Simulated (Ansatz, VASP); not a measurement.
## Two plane-wave programs on Cr

```
CELL_PARAMETERS angstrom
3.01080 0.00000 0.00000
-1.50540 2.60743 0.00000
0.00000 0.00000 4.09056
ATOMIC_POSITIONS crystal
Cr 0.33333 0.66667 0.25000
Cr 0.66667 0.33333 0.75000
```

Alike in both runs: task single point; functional r2SCAN; k mesh 14 × 14 × 9; occupations fermi-dirac, width 0.05 eV; collinear spin.

|  | VASP | Ansatz |
| --- | --- | --- |
| version | VASP 6.6.1 | Ansatz 0.2.0 |
| potentials or method | VASP PAW PBE potentials, release 64 (Cr_pv), cutoff 520 eV | plane waves (500 eV) with PAW, scalar-relativistic |
| valence electrons in the cell | 24 | 28 |

```csv
,VASP,Ansatz,Ansatz less VASP
pressure (GPa),-4.3,-4.5,-0.20
"traceless stress, the component that is largest in VASP (GPa)",-0.38,-0.59,-0.202
net moment per atom (μB),0.00,0.00,0.000
size of the moment on the site where the two differ most (μB),3.44,3.34,-0.103
```

VASP's potentials were made for PBE, not for r2SCAN. Site moments also hang on the region over which each program counts them. VASP's potentials hold 24 valence electrons a cell and Ansatz's 28, so a difference there can come from the potentials and not from the codes. Ansatz's warnings: stability check not made.
